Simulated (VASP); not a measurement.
# TiB2 (P-1) in VASP: notebook

TiB2 is run at these levels: PBE; tasks: single point.

Everything below comes from runs of VASP 6.6.1. Logs are shortened: lines on timing, memory, paths and dates and some standing lists are left out, and cuts for length are marked.

## Step 1: The cell of the first run

The typed cell holds 3 atoms: a = 3.030 Å, b = 3.055 Å, c = 3.229 Å, α = 90.41°, β = 91.14°, γ = 120.85°.

## Step 2: Single point, PBE (equal xy, yz and zx shear strains of -2 %)

The input, INCAR:

```
SYSTEM = TiB2
  ALGO = Normal
  EDIFF = 1E-7
  ENCUT = 520
  GGA = PE
  ISIF = 2
  ISMEAR = -1
  LASPH = .TRUE.
  LCHARG = .TRUE.
  LELF = .TRUE.
  LREAL = .FALSE.
  LVHAR = .TRUE.
  LWAVE = .FALSE.
  NBANDS = 16
  NELM = 100
  PREC = Accurate
  SIGMA = 0.08
```

The input, KPOINTS:

```
k-points
0
G
  15 15 13
  0 0 0
```

The input, POSCAR:

```
TiB2
1.0
    3.0291982016     -0.0302919820     -0.0302919820
   -1.5408327268      2.6385085867     -0.0110876350
   -0.0322840000     -0.0322840000      3.2284000000
Ti B
1 2
Direct
    0.0000000000      0.0000000000      0.0000000000
    0.3333333333      0.6666666667      0.5000000000
    0.6666666667      0.3333333333      0.5000000000
```

Potentials or basis: VASP PAW PBE potentials, release 64 (Ti_sv, B).

Started as:

```bash
$ cat potpaw_PBE.64/Ti_sv/POTCAR potpaw_PBE.64/B/POTCAR > POTCAR
$ mpirun -np 1 vasp_std > vasp.out
```

OUTCAR:

```text
SYSTEM = TiB2
   EDIFF = 1E-7
   ENCUT = 520
   GGA = PE
   ISIF = 2
   ISMEAR = -1
   LASPH = .TRUE.
   LREAL = .FALSE.
   NELM = 100
   PREC = Accurate

 ion  position               nearest neighbor table
   1  0.000  0.000  0.000-   3 2.34   2 2.34   3 2.36   2 2.36   2 2.38   3 2.38   2 2.40   3 2.40
                             2 2.40   3 2.40   3 2.40   2 2.40
   2  0.333  0.667  0.500-   3 1.73   3 1.75   3 1.76   1 2.34   1 2.36   1 2.38   1 2.40   1 2.40
                             1 2.40
   3  0.667  0.333  0.500-   2 1.73   2 1.75   2 1.76   1 2.34   1 2.36   1 2.38   1 2.40   1 2.40
                             1 2.40

  LATTYP: Found a triclinic cell.
 ALAT       =     3.0032878511
 B/A-ratio  =     1.0087281861
 C/A-ratio  =     1.0750627259
 COS(alpha) =     0.0198960208
 COS(beta)  =     0.0274156886
 COS(gamma) =     0.4869832429

  Lattice vectors:

 A1 = (   1.4883654748,   2.6082166047,  -0.0413796170)
 A2 = (   3.0291982016,  -0.0302919820,  -0.0302919820)
 A3 = (   0.0322840000,   0.0322840000,  -3.2284000000)

Analysis of symmetry for initial positions (statically):
=====================================================================
 Subroutine PRICEL returns:
 Original cell was already a primitive cell.

 Routine SETGRP: Setting up the symmetry group for a
 triclinic supercell.

 Subroutine GETGRP returns: Found  2 space group operations
 (whereof  2 operations were pure point group operations)
 out of a pool of  2 trial point group operations.

The static configuration has the point symmetry S_2 .

Analysis of symmetry for dynamics (positions and initial velocities):
=====================================================================
 Subroutine PRICEL returns:
 Original cell was already a primitive cell.

 Routine SETGRP: Setting up the symmetry group for a
 triclinic supercell.

 Subroutine GETGRP returns: Found  2 space group operations
 (whereof  2 operations were pure point group operations)
 out of a pool of  2 trial point group operations.

The dynamic configuration has the point symmetry S_2 .

 Subroutine INISYM returns: Found  2 space group operations
 (whereof  2 operations are pure point group operations),
 and found     1 'primitive' translations

----------------------------------------------------------------------------------------

                                     Primitive cell

  volume of cell :      25.6473

  direct lattice vectors                    reciprocal lattice vectors
     3.029198202 -0.030291982 -0.030291982     0.332112656  0.193968813  0.005260815
    -1.540832727  2.638508587 -0.011087635     0.003851184  0.381267181  0.003851184
    -0.032284000 -0.032284000  3.228400000     0.003129430  0.003129430  0.309813549

  length of vectors
     3.029501106  3.055489484  3.228722824     0.384643202  0.381306080  0.309845158

  position of ions in fractional coordinates (direct lattice)
     0.000000000  0.000000000  0.000000000
     0.333333333  0.666666667  0.500000000
     0.666666667  0.333333333  0.500000000

  ion indices of the primitive-cell ions
   primitive index   ion index
                 1           1
                 2           2
                 3           3

----------------------------------------------------------------------------------------

 KPOINTS: k-points

Automatic generation of k-mesh.
 Grid dimensions read from file:
 generate k-points for:   15   15   13

 Generating k-lattice:

  Cartesian coordinates                     Fractional coordinates (reciprocal lattice)
     0.022140844  0.012931254  0.000350721     0.066666667 -0.000000000 -0.000000000
     0.000256746  0.025417812  0.000256746    -0.000000000  0.066666667  0.000000000
     0.000240725  0.000240725  0.023831811     0.000000000  0.000000000  0.076923077

  Length of vectors
     0.025642880  0.025420405  0.023834243

  Shift w.r.t. Gamma in fractional coordinates (k-lattice)
     0.000000000  0.000000000  0.000000000

 Subroutine IBZKPT returns following result:
 ===========================================

 Found   1463 irreducible k-points:

 Following reciprocal coordinates:
            Coordinates               Weight
  0.000000  0.000000  0.000000      1.000000
  0.066667 -0.000000 -0.000000      2.000000
  0.133333 -0.000000  0.000000      2.000000
  0.200000 -0.000000 -0.000000      2.000000
  0.266667 -0.000000  0.000000      2.000000
  0.333333 -0.000000  0.000000      2.000000
[... 16 lines left out ...]
 -0.066667  0.066667  0.000000      2.000000
 -0.000000  0.133333  0.000000      2.000000
 [... further k-points ...]
   k-points           NKPTS =   1463   k-points in BZ     NKDIM =   1463   number of bands    NBANDS=     16
   number of dos      NEDOS =    301   number of ions     NIONS =      3
   total plane-waves  NPLWV =  13824
   dimension x,y,z NGX =    24 NGY =   24 NGZ =   24
   dimension x,y,z NGXF=    48 NGYF=   48 NGZF=   48
   ions per type =               1   2
   NGX,Y,Z   is equivalent  to a cutoff of  13.17, 13.06, 12.36 a.u.
   NGXF,Y,Z  is equivalent  to a cutoff of  26.34, 26.12, 24.72 a.u.
 SYSTEM =  TiB2
   PREC   = accura    normal or accurate (medium, high low for compatibility)
   ISTART =      0    job   : 0-new  1-cont  2-samecut
   ICHARG =      2    charge: 1-file 2-atom 10-const
   ISPIN  =      1    spin polarized calculation?
   LNONCOLLINEAR =      F non collinear calculations
   LSORBIT =      F    spin-orbit coupling
   LASPH  =      T    aspherical Exc in radial PAW
   ENCUT  =  520.0 eV  38.22 Ry    6.18 a.u.   5.63  5.68  6.00*2*pi/ulx,y,z
   NELM   =    100;   NELMIN=  2; NELMDL= -5     # of ELM steps
   EDIFF  = 0.1E-06   stopping-criterion for ELM
   LREAL  =      F    real-space projection
   EDIFFG = 0.1E-05   stopping-criterion for IOM
   NSW    =      0    number of steps for IOM
   IBRION =     -1    ionic relax: 0-MD 1-quasi-New 2-CG
   NFREE  =      0    steps in history (QN), initial steepest desc. (CG)
   ISIF   =      2    stress and relaxation
   ISYM   =      2    0-nonsym 1-usesym 2-fastsym
   POTIM  = 0.5000    time-step for ionic-motion
   TEBEG  =    0.0;   TEEND  =   0.0 temperature during run
   PSTRESS=    0.0 pullay stress
   NELECT =      18.0000    total number of electrons
   NUPDOWN=      -1.0000    fix difference up-down
   EMIN   =  10.00;   EMAX   =-10.00  energy-range for DOS
   EFERMI =   0.00;   METHOD = LEGACY
   ISMEAR =    -1;   SIGMA  =   0.08  broadening in eV -4-tet -1-fermi 0-gaus
   EFERMI_NEDOS =   21; number of points for ismear=-14 and -15
   IALGO  =     38    algorithm
   IMIX   =      4    mixing-type and parameters
     AMIX     =   0.40;   BMIX     =  1.00
     AMIX_MAG =   1.60;   BMIX_MAG =  1.00
  volume/ion in A,a.u.               =       8.55        57.69
  Fermi-wavevector in a.u.,A,eV,Ry     =   1.454850  2.749268 28.797943  2.116589
  Thomas-Fermi vector in A             =   2.571953
   LORBIT       =      0    0 simple, 1 ext, 2 COOP (PROOUT), +10 PAW based schemes
   GGA     = PE    functional components
   LHFCALC =     F    Hartree Fock is set to
   AEXX    =    0.0000 exact exchange contribution
   IVDW    =     0    specifies the selected vdW correction
   LEPSILON=     F    determine dielectric tensor
   LRPA    =     F    only Hartree local field effects (RPA)
 non-spin polarized calculation
  energy-cutoff  :      520.00
  volume of cell :       25.65
 maximum number of plane-waves:       703
   NGX = 11   NGY = 11   NGZ = 13

 number of electron      18.0000002 magnetization

 Free energy of the ion-electron system (eV)
  ---------------------------------------------------
  ext. energy  EPLUGINS =         0.00000000
  ---------------------------------------------------
  free energy    TOTEN  =       -24.40625901 eV

  energy without entropy =      -24.39816370  energy(sigma->0) =      -24.40221135

 E-fermi :  10.0160     XC(G=0): -12.7693

 val. band max:       10.0148533046   @ k =  -0.2000  -0.2000   0.1538
 cond. band min:      10.0346513728   @ k =  -0.0000  -0.0000   0.3846
 fundamental gap:      0.0197980682
 Fermi energy:        10.0159585068

 k-point     1 :       0.0000    0.0000    0.0000
  band No.  band energies     occupation
      1     -46.9515      2.00000
      2     -23.3052      2.00000
      3     -23.0029      2.00000
      4     -22.9728      2.00000
      5      -3.5064      2.00000
      6       7.2987      2.00000
[... 8 lines left out ...]
     15      15.8917      0.00000
     16      16.9957      0.00000

 k-point     2 :       0.0667   -0.0000   -0.0000
  band No.  band energies     occupation
      1     -46.9490      2.00000
      2     -23.3021      2.00000
      3     -23.0087      2.00000
      4     -22.9899      2.00000
      5      -3.4192      2.00000
      6       7.2073      2.00000
[... 8 lines left out ...]
     15      16.2579      0.00000
     16      17.3135      0.00000

 k-point     3 :       0.1333   -0.0000    0.0000
  band No.  band energies     occupation
      1     -46.9420      2.00000
      2     -23.2935      2.00000
      3     -23.0468      2.00000
      4     -23.0162      2.00000
      5      -3.1607      2.00000
      6       6.5588      2.00000
[... 8 lines left out ...]
     15      17.4144      0.00000
     16      18.1740      0.00000

 k-point     4 :       0.2000   -0.0000   -0.0000
  band No.  band energies     occupation
      1     -46.9317      2.00000
      2     -23.2809      2.00000
      3     -23.1213      2.00000
      4     -23.0354      2.00000
      5      -2.7403      2.00000
      6       5.6226      2.00000
[... 8 lines left out ...]
     15      17.8035      0.00000
     16      18.8664      0.00000

 k-point     5 :       0.2667   -0.0000    0.0000
  band No.  band energies     occupation
      1     -46.9199      2.00000
      2     -23.2677      2.00000
      3     -23.2056      2.00000
      4     -23.0564      2.00000
      5      -2.1717      2.00000
      6       4.5557      2.00000
[... 8 lines left out ...]
     15      17.2330      0.00000
     16      19.2146      0.00000

 k-point     6 :       0.3333   -0.0000    0.0000
  band No.  band energies     occupation
      1     -46.9085      2.00000
      2     -23.2931      2.00000
      3     -23.2473      2.00000
      4     -23.0763      2.00000
      5      -1.4705      2.00000
      6       3.4443      2.00000
[... 8 lines left out ...]
     15      17.2425      0.00000
     16      18.9779      0.00000
[... 267 lines left out ...]
 k-point    21 :      -0.2000    0.0667    0.0000
  band No.  band energies     occupation
      1     -46.9361      2.00000
      2     -23.2860      2.00000
      3     -23.0971      2.00000
      4     -23.0213      2.00000
      5      -2.9126      2.00000
      6       6.0090      2.00000
[... 8 lines left out ...]
     15      18.0414      0.00000
     16      18.1183      0.00000

 k-point    22 :      -0.1333    0.0667   -0.0000
  band No.  band energies     occupation
      1     -46.9446      2.00000
      2     -23.2966      2.00000
      3     -23.0447      2.00000
      4     -22.9951      2.00000
      5      -3.2507      2.00000
      6       6.6931      2.00000
[... 8 lines left out ...]
     15      16.9599      0.00000
     16      17.8456      0.00000

 k-point    23 :      -0.0667    0.0667    0.0000
  band No.  band energies     occupation
      1     -46.9492      2.00000
      2     -23.3023      2.00000
      3     -23.0197      2.00000
      4     -22.9773      2.00000
      5      -3.4221      2.00000
      6       7.0524      2.00000
[... 8 lines left out ...]
     15      16.4028      0.00000
     16      17.2123      0.00000

 k-point    24 :      -0.0000    0.1333    0.0000
  band No.  band energies     occupation
      1     -46.9425      2.00000
      2     -23.2939      2.00000
      3     -23.0587      2.00000
      4     -23.0013      2.00000
      5      -3.1665      2.00000
      6       6.4698      2.00000
[... 8 lines left out ...]
     15      17.4180      0.00000
     16      18.1071      0.00000

 [... further k-points ...]

------------------------ aborting loop because EDIFF is reached ----------------------------------------

  FORCE on cell =-STRESS in cart. coord.  units (eV):
  Direction    XX          YY          ZZ          XY          YZ          ZX
  --------------------------------------------------------------------------------------
  -------------------------------------------------------------------------------------
  Total        0.1818430      0.1708820      0.0284628      0.9693649      0.8503227      0.8508328
  in kB       11.3596531     10.6749247      1.7780611     60.5557933     53.1192797     53.1511479
  external PRESSURE =       7.9375463 kB  Pullay stress =       0.0000000 kB

 VOLUME and BASIS-vectors are now :
 -----------------------------------------------------------------------------
  energy-cutoff  :      520.00
  volume of cell :       25.65
      direct lattice vectors                 reciprocal lattice vectors
     3.029198202 -0.030291982 -0.030291982     0.332112656  0.193968813  0.005260815
    -1.540832727  2.638508587 -0.011087635     0.003851184  0.381267181  0.003851184
    -0.032284000 -0.032284000  3.228400000     0.003129430  0.003129430  0.309813549

 POSITION                                       TOTAL-FORCE (eV/Angst)
 -----------------------------------------------------------------------------------
      0.00000      0.00000      0.00000         0.000000      0.000000      0.000000
     -0.03363      1.73277      1.59671         0.061909      0.005703     -0.004751
      1.48971      0.84317      1.59031        -0.061909     -0.005703      0.004751
 -----------------------------------------------------------------------------------
    total drift:                               -0.000000      0.000000      0.000000

  FREE ENERGIE OF THE ION-ELECTRON SYSTEM (eV)
  ---------------------------------------------------
  free  energy   TOTEN  =       -24.4062590052 eV

  energy  without entropy=      -24.3981637025  energy(sigma->0) =      -24.40221135
```

It took 11 min on 1 thread of Oxide Virtual Turin-like, shared host; peak memory 0.6 GiB.

What came out:

| Item | Value |
| --- | --- |
| Free energy | -24.4063 eV |
| Pressure | 0.8 GPa |
| Largest force | 0.062 eV/Å |
| Band gap on the k mesh | zero (bands 9 and 10 overlap by 0.37 eV) |

Forces on the atoms (eV/Å):
```
Ti   0.000  0.000  0.000
B    0.062  0.006 -0.005
B   -0.062 -0.006  0.005
```

Levels at points of the mesh, in eV from the Fermi level:
| k point | band 5 | band 6 | band 7 | band 8 | band 9 | band 10 | band 11 | band 12 | band 13 | band 14 |
| --- | --- | --- | --- | --- | --- | --- | --- | --- | --- | --- |
| (0.00, 0.00, 0.00) | -13.52 | -2.72 | -2.53 | -2.34 | -2.12 | 1.84 | 1.88 | 3.63 | 3.67 | 5.58 |

Caveat: the cell differs from its parent crystal (equal xy, yz and zx shear strains of -2 %).

## Step 3: Single point, PBE (equal xy, yz and zx shear strains of +3 %)

The input, INCAR:

```
SYSTEM = TiB2
ALGO = Normal
EDIFF = 1E-7
ENCUT = 520
GGA = PE
ISIF = 2
ISMEAR = -1
LASPH = .TRUE.
LCHARG = .TRUE.
LELF = .TRUE.
LREAL = .FALSE.
LVHAR = .TRUE.
LWAVE = .FALSE.
NBANDS = 16
NELM = 100
PREC = Accurate
SIGMA = 0.08
```

KPOINTS is that of step 2.

The input, POSCAR:

```
TiB2
1.0
    3.0291982016      0.0454379730      0.0454379730
   -1.4752486619      2.6006436092      0.0166314524
    0.0484260000      0.0484260000      3.2284000000
Ti B
1 2
Direct
    0.0000000000      0.0000000000      0.0000000000
    0.3333333333      0.6666666667      0.5000000000
    0.6666666667      0.3333333333      0.5000000000
```

Potentials or basis: VASP PAW PBE potentials, release 64 (Ti_sv, B).

Started as:

```bash
$ cat potpaw_PBE.64/Ti_sv/POTCAR potpaw_PBE.64/B/POTCAR > POTCAR
$ mpirun -np 1 vasp_std > vasp.out
```

OUTCAR:

```text
SYSTEM = TiB2
   EDIFF = 1E-7
   ENCUT = 520
   GGA = PE
   ISIF = 2
   ISMEAR = -1
   LASPH = .TRUE.
   LREAL = .FALSE.
   NELM = 100
   PREC = Accurate

 ion  position               nearest neighbor table
   1  0.000  0.000  0.000-   2 2.34   3 2.34   3 2.35   2 2.35   3 2.35   2 2.35   2 2.38   3 2.38
                             3 2.42   2 2.42   3 2.45   2 2.45
   2  0.333  0.667  0.500-   3 1.73   3 1.75   3 1.77   1 2.34   1 2.35   1 2.35   1 2.38   1 2.42
                             1 2.45
   3  0.667  0.333  0.500-   2 1.73   2 1.75   2 1.77   1 2.34   1 2.35   1 2.35   1 2.38   1 2.42
                             1 2.45

  LATTYP: Found a triclinic cell.
 ALAT       =     5.2479055718
 B/A-ratio  =     0.5697473580
 C/A-ratio  =     0.6153171516
 COS(alpha) =     0.0112057054
 COS(beta)  =     0.0302114049
 COS(gamma) =     0.8622746762

  Lattice vectors:

 A1 = (   0.0787008778,   5.2467251914,   0.0787008778)
 A2 = (  -1.4752486619,   2.6006436092,   0.0166314524)
 A3 = (   0.0484260000,   0.0484260000,   3.2284000000)

Analysis of symmetry for initial positions (statically):
=====================================================================
 Subroutine PRICEL returns:
[... 175 lines left out ...]
 cond. band min:      10.0220917286   @ k =  -0.2000   0.4000   0.1538
 fundamental gap:      0.0156853327
 Fermi energy:        10.0125922669

 k-point     1 :       0.0000    0.0000    0.0000
  band No.  band energies     occupation
      1     -46.9441      2.00000
      2     -23.2992      2.00000
      3     -23.0028      2.00000
      4     -22.9580      2.00000
      5      -3.5034      2.00000
      6       7.2565      2.00000
[... 433 lines left out ...]
      3     -23.0536      2.00000
      4     -22.9915      2.00000
      5      -3.1632      2.00000
      6       6.4696      2.00000
[... 8 lines left out ...]
     15      17.3660      0.00000
     16      18.1969      0.00000

 [... further k-points ...]

------------------------ aborting loop because EDIFF is reached ----------------------------------------

  FORCE on cell =-STRESS in cart. coord.  units (eV):
  Direction    XX          YY          ZZ          XY          YZ          ZX
  --------------------------------------------------------------------------------------
  -------------------------------------------------------------------------------------
  Total        0.2493158      0.2317506      0.1056180     -1.3657685     -1.1915342     -1.1929539
  in kB       15.5803534     14.4826600      6.6003284    -85.3502172    -74.4618912    -74.5506108
  external PRESSURE =      12.2211139 kB  Pullay stress =       0.0000000 kB

 VOLUME and BASIS-vectors are now :
 -----------------------------------------------------------------------------
  energy-cutoff  :      520.00
  volume of cell :       25.64
      direct lattice vectors                 reciprocal lattice vectors
     3.029198202  0.045437973  0.045437973     0.327448858  0.185798826 -0.007698715
    -1.475248662  2.600643609  0.016631452    -0.005635851  0.381359233 -0.005635851
     0.048426000  0.048426000  3.228400000    -0.004579631 -0.004579631  0.309888349

 POSITION                                       TOTAL-FORCE (eV/Angst)
 -----------------------------------------------------------------------------------
      0.00000      0.00000      0.00000        -0.000000      0.000000     -0.000000
      0.05045      1.77312      1.64043        -0.107440      0.012620     -0.008561
      1.55193      0.92139      1.65004         0.107440     -0.012620      0.008561
 -----------------------------------------------------------------------------------
    total drift:                               -0.000000      0.000000      0.000000

  FREE ENERGIE OF THE ION-ELECTRON SYSTEM (eV)
  ---------------------------------------------------
  free  energy   TOTEN  =       -24.3763543327 eV

  energy  without entropy=      -24.3682642311  energy(sigma->0) =      -24.37230928
```

stdout:

```text
POSCAR found type information on POSCAR TiB
 POSCAR found :  2 types and       3 ions
 scaLAPACK will be used
 LDA part: xc-table for (Slater+PW92), standard interpolation
 POSCAR, INCAR and KPOINTS ok, starting setup
 FFT: planning ... GRIDC
 FFT: planning ... GRID_SOFT
 FFT: planning ... GRID
 WAVECAR not read
 entering main loop
```

It took 11 min on 1 thread of Oxide Virtual Turin-like, shared host; peak memory 0.6 GiB.

What came out:

* Free energy: -24.3764 eV
* Pressure: 1.2 GPa
* Largest force: 0.109 eV/Å
* Band gap on the k mesh: zero (bands 9 and 10 overlap by 0.38 eV)

Forces on the atoms (eV/Å):
```
Ti   0.000  0.000  0.000
B   -0.107  0.013 -0.009
B    0.107 -0.013  0.009
```

Caveat: the cell differs from its parent crystal (equal xy, yz and zx shear strains of +3 %).
